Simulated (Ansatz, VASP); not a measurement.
## GaSb: VASP beside Ansatz

INCAR

```
PREC = Accurate ; ENCUT = 520
EDIFF = 1E-7 ; ISMEAR = 0
SIGMA = 0.15 ; LREAL = F
LASPH = T ; NELM = 60
ALGO = Normal ; ISIF = 2
LWAVE = F ; LCHARG = T
GGA = PE ; LELF = T
LVHAR = T ; NBANDS = 16
```

Contents of KPOINTS:

```
Automatic mesh
0
Gamma
  16 16 16
```

POSCAR

```
GaSb
1.0
   -2.7014000000      2.7014000000      1.7076500000
    2.7014000000     -2.7014000000      1.7076500000
    2.7014000000      2.7014000000     -1.7076500000
Ga Sb
1 1
Direct
    0.2500000000      0.7500000000      0.5000000000
    0.0000000000      0.0000000000      0.0000000000
```

Input for Ansatz:

```yaml
crystal:
  lattice:
    - [-2.7014, 2.7014, 1.70765]
    - [2.7014, -2.7014, 1.70765]
    - [2.7014, 2.7014, -1.70765]
  atoms:
    - { symbol: Ga, position: [0.25, 0.75, 0.5] }
    - { symbol: Sb, position: [0.0, 0.0, 0.0] }
basis:
  ecutwfc: 420
kpoints:
  mp_grid: { grid: [16, 16, 16] }
hamiltonian:
  xc: pbe
  pseudopotentials: { kind: paw, azcp: { folder: soft_1 } }
scf:
  occupations: { method: gaussian, width: 0.15 }
output:
  forces: true
  stress: true
  eigenvalues: true
```

Alike in both runs: task single point; functional PBE; k mesh 16 × 16 × 16; occupations gaussian, width 0.15 eV; no spin polarisation.

```csv
,VASP,Ansatz
version,VASP 6.6.1,Ansatz 0.2.0
potentials or method,"VASP PAW PBE potentials, release 64 (Ga_d, Sb), cutoff 520 eV","scalar-relativistic, plane waves, PAW"
valence electrons in the cell,18,28
```

Ansatz gave:

* gap on the k mesh at the Fermi level (eV): none
* pressure (GPa): -0.6
* traceless stress, the component that is largest in VASP (GPa): -2.30

Task: What did VASP give for the same quantities?

Result: gap on the k mesh at the Fermi level (eV): none; pressure (GPa): -0.6; traceless stress, the component that is largest in VASP (GPa): -2.35.

A gap of «none» marks a metal or a gap that the smearing closes. VASP's potentials hold 18 valence electrons a cell and Ansatz's 28, so a difference there can come from the potentials and not from the codes.

Neither program's run includes spin-orbit coupling.
